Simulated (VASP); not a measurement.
Write the native input for VASP 6.6.1 that does the following.

- Task: single point
- Functional: LDA
- Potentials or basis: VASP PAW LDA potentials, release 64 (In_d, P)
- Cutoff: 520 eV
- k mesh: 6 × 6 × 6
- Occupations: fermi-dirac, width 0.15 eV
- Spin: no spin polarisation
- Dipole correction: no
- Further INCAR settings: ALGO = Normal; EDIFF = 1e-06; NBANDS = 38

The structure of InP3 lies in POSCAR:

```
InP3
1.0
    3.6897543634      2.1302806749      3.2433577917
   -3.6897543634      2.1302806749      3.2433577917
    0.0000000000     -4.2605613499      3.2433577917
In P
2 6
Direct
    0.2737685012      0.2737685012      0.2737685012
    0.7262314988      0.7262314988      0.7262314988
    0.7939057305      0.2416335170      0.7939057305
    0.7939057305      0.7939057305      0.2416335170
    0.2416335170      0.7939057305      0.7939057305
    0.2060942695      0.7583664830      0.2060942695
    0.7583664830      0.2060942695      0.2060942695
    0.2060942695      0.2060942695      0.7583664830
```

These files were run (other wordings do the same):

INCAR

```
SYSTEM = InP3
  PREC = Accurate
  ENCUT = 520
  EDIFF = 1E-6
  ISMEAR = -1
  SIGMA = 0.15
  LREAL = .False.
  LASPH = .True.
  NELM = 60
  ALGO = Normal
  ISIF = 2
  LWAVE = .False.
  LCHARG = .False.
  NBANDS = 38
```

KPOINTS

```
Automatic mesh
0
Gamma
  6 6 6
  0 0 0
```

Potentials or basis: VASP PAW LDA potentials, release 64 (In_d, P).

Run with:

```sh
$ cat potpaw_LDA.64/In_d/POTCAR potpaw_LDA.64/P/POTCAR > POTCAR
$ mpirun -np 1 vasp_std > vasp.out
```

It gave:

The pressure is -0.1 GPa. The largest force is 0.042 eV/Å and the band gap on the k mesh is zero (band 28 reaches 7.29 eV, above the bottom of band 29 at 6.79 eV).

Caveat: spin-orbit coupling is left out, which moves the levels of the heavy elements.

Wall time 71 s on 1 thread of Intel(R) Xeon(R) 6975P-C (Granite Rapids) (shared host), peak memory 0.28 GiB.
